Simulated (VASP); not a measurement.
# ZnCu2SnS4 (I-4) in VASP: single point with PBE

Aim: the single point of ZnCu2SnS4 with PBE.

Program: VASP 6.6.1. These are calculated values, not measurements. Logs are shortened: lines on timing, memory, paths and dates and some standing lists are left out, and cuts for length are marked.

**1. The cell of the first run**

Symmetry: I-4, No. 82, tetragonal system. Conventional cell: a = 5.471 Å, b = 5.471 Å, c = 10.926 Å, α = 90.00°, β = 90.00°, γ = 90.00°. Zn (site symmetry -4) has 4 S at 2.37 Å within 3.1 Å. Cu (site symmetry -4) has 4 S at 2.32 Å within 3.1 Å. Within 3.1 Å of Cu (site symmetry -4) lie 4 S at 2.32 Å. Sn (site symmetry -4) has 4 S at 2.47 Å within 3.3 Å. Within 3.1 Å of S (site symmetry 1) lie 2 Cu at 2.32 Å and 1 Zn at 2.37 Å and 1 Sn at 2.47 Å.

**2. Single point, PBE**

INCAR

```
SYSTEM = ZnCu2SnS4
PREC     = Accurate       ! precision mode
ENCUT    = 520            ! plane-wave cutoff, eV
EDIFF    = 1E-6           ! SCF threshold, eV
ISMEAR   = 0              ! smearing method
SIGMA    = 0.05           ! smearing width, eV
LREAL    = .FALSE.        ! projectors in reciprocal space
LASPH    = .TRUE.         ! aspherical terms in the spheres
NELM     = 60             ! most SCF steps
ALGO     = Normal         ! electronic algorithm
ISIF     = 2              ! what is computed and relaxed
LWAVE    = .FALSE.        ! write WAVECAR
LCHARG   = .FALSE.        ! write CHGCAR
GGA      = PE             ! functional
NBANDS   = 46             ! bands
```

KPOINTS

```
Automatic mesh
0
G
  6 6 6
  0 0 0
```

POSCAR

```
ZnCu2SnS4
1.0
   -2.7353782640      2.7353782640      5.4628912443
    2.7353782640     -2.7353782640      5.4628912443
    2.7353782640      2.7353782640     -5.4628912443
Zn Cu Sn S
1 2 1 4
Direct
    0.2500000000      0.7500000000      0.5000000000
    0.0000000000      0.0000000000      0.0000000000
    0.7500000000      0.2500000000      0.5000000000
    0.5000000000      0.5000000000      0.0000000000
    0.3710857488      0.8955971590      1.0079239042
    0.1044028410      0.1123267452      0.4754885897
    0.8876732548      0.3631618446     -0.0079239042
    0.6368381554      0.6289142512      0.5245114103
```

Potentials or basis: VASP PAW PBE potentials, release 64 (Zn, Cu, Sn_d, S).

Launch:

```bash
$ cat potpaw_PBE.64/Zn/POTCAR potpaw_PBE.64/Cu/POTCAR potpaw_PBE.64/Sn_d/POTCAR potpaw_PBE.64/S/POTCAR > POTCAR
$ mpirun -np 1 vasp_std > vasp.out
```

OUTCAR:

```text
SYSTEM = ZnCu2SnS4
   PREC = Accurate
   ENCUT = 520
   EDIFF = 1E-6
   ISMEAR = 0
   LREAL = .FALSE.
   LASPH = .TRUE.
   NELM = 60
   ISIF = 2
   GGA = PE

 ion  position               nearest neighbor table
   1  0.250  0.750  0.500-   8 2.37   5 2.37   7 2.37   6 2.37
   2  0.000  0.000  0.000-   6 2.32   5 2.32   7 2.32   8 2.32
   3  0.750  0.250  0.500-   8 2.32   7 2.32   5 2.32   6 2.32
   4  0.500  0.500  0.000-   7 2.47   5 2.47   6 2.47   8 2.47
   5  0.371  0.896  0.008-   3 2.32   2 2.32   1 2.37   4 2.47
   6  0.104  0.112  0.475-   3 2.32   2 2.32   1 2.37   4 2.47
   7  0.888  0.363  0.992-   3 2.32   2 2.32   1 2.37   4 2.47
   8  0.637  0.629  0.525-   3 2.32   2 2.32   1 2.37   4 2.47

  LATTYP: Found a body centered tetragonal cell.
 ALAT       =     5.4707565280
 C/A-ratio  =     1.9971246084

  Lattice vectors:

 A1 = (  -2.7353782640,   2.7353782640,   5.4628912443)
 A2 = (   2.7353782640,  -2.7353782640,   5.4628912443)
 A3 = (   2.7353782640,   2.7353782640,  -5.4628912443)

Analysis of symmetry for initial positions (statically):
=====================================================================
 Subroutine PRICEL returns:
 Original cell was already a primitive cell.

 Routine SETGRP: Setting up the symmetry group for a
 body centered tetragonal supercell.

 Subroutine GETGRP returns: Found  4 space group operations
 (whereof  4 operations were pure point group operations)
 out of a pool of 16 trial point group operations.

The static configuration has the point symmetry S_4 .

Analysis of symmetry for dynamics (positions and initial velocities):
=====================================================================
 Subroutine PRICEL returns:
 Original cell was already a primitive cell.

 Routine SETGRP: Setting up the symmetry group for a
 body centered tetragonal supercell.

 Subroutine GETGRP returns: Found  4 space group operations
 (whereof  4 operations were pure point group operations)
 out of a pool of 16 trial point group operations.

The dynamic configuration has the point symmetry S_4 .

 Subroutine INISYM returns: Found  4 space group operations
 (whereof  4 operations are pure point group operations),
 and found     1 'primitive' translations

----------------------------------------------------------------------------------------

                                     Primitive cell

  volume of cell :     163.4998

  direct lattice vectors                    reciprocal lattice vectors
    -2.735378264  2.735378264  5.462891244     0.000000000  0.182790076  0.091526625
     2.735378264 -2.735378264  5.462891244     0.182790076  0.000000000  0.091526625
     2.735378264  2.735378264 -5.462891244     0.182790076  0.182790076  0.000000000

  length of vectors
     6.693860563  6.693860563  6.693860563     0.204424399  0.204424399  0.258504204

  position of ions in fractional coordinates (direct lattice)
     0.250000000  0.750000000  0.500000000
     0.000000000  0.000000000  0.000000000
     0.750000000  0.250000000  0.500000000
     0.500000000  0.500000000  0.000000000
     0.371085749  0.895597159  0.007923904
     0.104402841  0.112326745  0.475488590
     0.887673255  0.363161845  0.992076096
     0.636838155  0.628914251  0.524511410

  ion indices of the primitive-cell ions
   primitive index   ion index
                 1           1
                 2           2
                 3           3
                 4           4
                 5           5
                 6           6
                 7           7
                 8           8

----------------------------------------------------------------------------------------

 KPOINTS: Automatic mesh

Automatic generation of k-mesh.
 Grid dimensions read from file:
 generate k-points for:    6    6    6

 Generating k-lattice:

  Cartesian coordinates                     Fractional coordinates (reciprocal lattice)
     0.000000000  0.030465013  0.015254438     0.166666667  0.000000000  0.000000000
     0.030465013  0.000000000  0.015254438     0.000000000  0.166666667  0.000000000
     0.030465013  0.030465013  0.000000000     0.000000000  0.000000000  0.166666667

  Length of vectors
     0.034070733  0.034070733  0.043084034

  Shift w.r.t. Gamma in fractional coordinates (k-lattice)
     0.000000000  0.000000000  0.000000000

 Subroutine IBZKPT returns following result:
 ===========================================

 Found     36 irreducible k-points:

 Following reciprocal coordinates:
            Coordinates               Weight
  0.000000  0.000000  0.000000      1.000000
  0.166667  0.000000  0.000000      8.000000
  0.333333 -0.000000  0.000000      8.000000
  0.500000  0.000000  0.000000      4.000000
  0.166667  0.166667  0.000000      8.000000
  0.333333  0.166667  0.000000      8.000000
[... 16 lines left out ...]
  0.333333 -0.333333  0.166667      4.000000
 -0.166667  0.333333  0.166667      8.000000
 [... further k-points ...]
   k-points           NKPTS =     36   k-points in BZ     NKDIM =     36   number of bands    NBANDS=     46
   number of dos      NEDOS =    301   number of ions     NIONS =      8
   total plane-waves  NPLWV = 125000
   dimension x,y,z NGX =    50 NGY =   50 NGZ =   50
   dimension x,y,z NGXF=   100 NGYF=  100 NGZF=  100
   ions per type =               1   2   1   4
   NGX,Y,Z   is equivalent  to a cutoff of  12.42, 12.42, 12.42 a.u.
   NGXF,Y,Z  is equivalent  to a cutoff of  24.84, 24.84, 24.84 a.u.
 SYSTEM =  ZnCu2SnS4
   PREC   = accura    normal or accurate (medium, high low for compatibility)
   ISTART =      0    job   : 0-new  1-cont  2-samecut
   ICHARG =      2    charge: 1-file 2-atom 10-const
   ISPIN  =      1    spin polarized calculation?
   LNONCOLLINEAR =      F non collinear calculations
   LSORBIT =      F    spin-orbit coupling
   LASPH  =      T    aspherical Exc in radial PAW
   ENCUT  =  520.0 eV  38.22 Ry    6.18 a.u.  12.45 12.45 12.45*2*pi/ulx,y,z
   NELM   =     60;   NELMIN=  2; NELMDL= -5     # of ELM steps
   EDIFF  = 0.1E-05   stopping-criterion for ELM
   LREAL  =      F    real-space projection
   EDIFFG = 0.1E-04   stopping-criterion for IOM
   NSW    =      0    number of steps for IOM
   IBRION =     -1    ionic relax: 0-MD 1-quasi-New 2-CG
   NFREE  =      0    steps in history (QN), initial steepest desc. (CG)
   ISIF   =      2    stress and relaxation
   ISYM   =      2    0-nonsym 1-usesym 2-fastsym
   POTIM  = 0.5000    time-step for ionic-motion
   TEBEG  =    0.0;   TEEND  =   0.0 temperature during run
   PSTRESS=    0.0 pullay stress
   NELECT =      72.0000    total number of electrons
   NUPDOWN=      -1.0000    fix difference up-down
   EMIN   =  10.00;   EMAX   =-10.00  energy-range for DOS
   EFERMI =   0.00;   METHOD = LEGACY
   ISMEAR =     0;   SIGMA  =   0.05  broadening in eV -4-tet -1-fermi 0-gaus
   EFERMI_NEDOS =   21; number of points for ismear=-14 and -15
   IALGO  =     38    algorithm
   IMIX   =      4    mixing-type and parameters
     AMIX     =   0.40;   BMIX     =  1.00
     AMIX_MAG =   1.60;   BMIX_MAG =  1.00
  volume/ion in A,a.u.               =      20.44       137.92
  Fermi-wavevector in a.u.,A,eV,Ry     =   1.245508  2.353669 21.106587  1.551290
  Thomas-Fermi vector in A             =   2.379727
   LORBIT       =      0    0 simple, 1 ext, 2 COOP (PROOUT), +10 PAW based schemes
   GGA     = PE    functional components
   LHFCALC =     F    Hartree Fock is set to
   AEXX    =    0.0000 exact exchange contribution
   IVDW    =     0    specifies the selected vdW correction
   LEPSILON=     F    determine dielectric tensor
   LRPA    =     F    only Hartree local field effects (RPA)
 non-spin polarized calculation
 Gauss-broadening in eV      SIGMA  =   0.05
  energy-cutoff  :      520.00
  volume of cell :      163.50
 maximum number of plane-waves:      4428
 NGX is ok and might be reduce to    50
   NGX = 25   NGY = 25   NGZ = 25

 number of electron      72.0000035 magnetization

 Free energy of the ion-electron system (eV)
  ---------------------------------------------------
  ext. energy  EPLUGINS =         0.00000000
  ---------------------------------------------------
  free energy    TOTEN  =       -32.59802322 eV

  energy without entropy =      -32.59785902  energy(sigma->0) =      -32.59794112

 E-fermi :   4.7248     XC(G=0):  -9.6940

 val. band max:        4.6891512646   @ k =   0.0000   0.0000   0.0000
 cond. band min:       4.7597435931   @ k =   0.0000   0.0000   0.0000
 fundamental gap:      0.0705923285
 Fermi energy:         4.7248380621

 k-point     1 :       0.0000    0.0000    0.0000
  band No.  band energies     occupation
      1     -17.5633      2.00000
      2     -17.5596      2.00000
      3     -17.5596      2.00000
      4     -17.4931      2.00000
      5     -17.4888      2.00000
      6      -9.6887      2.00000
[... 38 lines left out ...]
     45       9.9811      0.00000
     46      10.3073      0.00000

 k-point     2 :       0.1667    0.0000    0.0000
  band No.  band energies     occupation
      1     -17.5634      2.00000
      2     -17.5597      2.00000
      3     -17.5596      2.00000
      4     -17.4929      2.00000
      5     -17.4887      2.00000
      6      -9.5987      2.00000
[... 38 lines left out ...]
     45      10.0420      0.00000
     46      10.3276      0.00000

 k-point     3 :       0.3333   -0.0000    0.0000
  band No.  band energies     occupation
      1     -17.5636      2.00000
      2     -17.5599      2.00000
      3     -17.5596      2.00000
      4     -17.4927      2.00000
      5     -17.4886      2.00000
      6      -9.3531      2.00000
[... 38 lines left out ...]
     45      10.3966      0.00000
     46      10.6426      0.00000

 k-point     4 :       0.5000    0.0000    0.0000
  band No.  band energies     occupation
      1     -17.5637      2.00000
      2     -17.5600      2.00000
      3     -17.5596      2.00000
      4     -17.4926      2.00000
      5     -17.4885      2.00000
      6      -9.1122      2.00000
[... 920 lines left out ...]
     45      10.6861      0.00000
     46      10.8651      0.00000

 k-point    23 :       0.3333   -0.3333    0.1667
  band No.  band energies     occupation
      1     -17.5638      2.00000
      2     -17.5601      2.00000
      3     -17.5597      2.00000
      4     -17.4925      2.00000
      5     -17.4885      2.00000
      6      -9.0968      2.00000
[... 38 lines left out ...]
     45      10.5082      0.00000
     46      10.7207      0.00000

 k-point    24 :      -0.1667    0.3333    0.1667
  band No.  band energies     occupation
      1     -17.5637      2.00000
      2     -17.5600      2.00000
      3     -17.5596      2.00000
      4     -17.4926      2.00000
      5     -17.4885      2.00000
      6      -9.1316      2.00000
[... 38 lines left out ...]
     45      10.5374      0.00000
     46      10.8311      0.00000

 [... further k-points ...]
[... 5 lines left out ...]
  --------------------------------------------------------------------------------------
  -------------------------------------------------------------------------------------
  Total        0.0439575      0.0439575      0.0999274      0.0000001      0.0000000      0.0000000
  in kB        0.4307506      0.4307506      0.9792142      0.0000009      0.0000000      0.0000000
  external PRESSURE =       0.6135718 kB  Pullay stress =       0.0000000 kB

 VOLUME and BASIS-vectors are now :
 -----------------------------------------------------------------------------
  energy-cutoff  :      520.00
  volume of cell :      163.50
      direct lattice vectors                 reciprocal lattice vectors
    -2.735378264  2.735378264  5.462891244     0.000000000  0.182790076  0.091526625
     2.735378264 -2.735378264  5.462891244     0.182790076  0.000000000  0.091526625
     2.735378264  2.735378264 -5.462891244     0.182790076  0.182790076  0.000000000

 POSITION                                       TOTAL-FORCE (eV/Angst)
 -----------------------------------------------------------------------------------
      2.73538     -0.00000      2.73145         0.000000     -0.000000      0.000000
      0.00000      0.00000      0.00000         0.000000     -0.000000      0.000000
     -0.00000      2.73538      2.73145         0.000000     -0.000000     -0.000000
      0.00000      0.00000      5.46289         0.000000     -0.000000     -0.000000
      1.45641     -1.41306      6.87646        -0.026771      0.015549     -0.014407
      1.32232      1.27897     -1.41357         0.015549      0.026771      0.014407
      1.27897      4.14844      1.41357         0.026771     -0.015549     -0.014407
      1.41306      1.45641      4.04932        -0.015549     -0.026771      0.014407
 -----------------------------------------------------------------------------------
    total drift:                                0.000015      0.000015      0.000018

  FREE ENERGIE OF THE ION-ELECTRON SYSTEM (eV)
  ---------------------------------------------------
  free  energy   TOTEN  =       -32.5980232199 eV

  energy  without entropy=      -32.5978590166  energy(sigma->0) =      -32.59794112
```

Run time: 7.3 min. Hardware: 1 thread of AMD EPYC 7R13 (Zen 3), shared host; peak memory 0.48 GiB.

Results:

* Free energy: -32.5980 eV
* Pressure: 0.1 GPa
* Largest force: 0.034 eV/Å
* Band gap on the k mesh: 0.07 eV

Forces on the atoms (eV/Å):
```
Zn   0.000  0.000  0.000
Cu   0.000  0.000  0.000
Cu   0.000  0.000  0.000
Sn   0.000  0.000  0.000
S   -0.027  0.016 -0.014
S    0.016  0.027  0.014
S    0.027 -0.016 -0.014
S   -0.016 -0.027  0.014
```

Caveat: spin-orbit coupling is left out, which moves the levels of the heavy elements. A k mesh can miss the band edges.
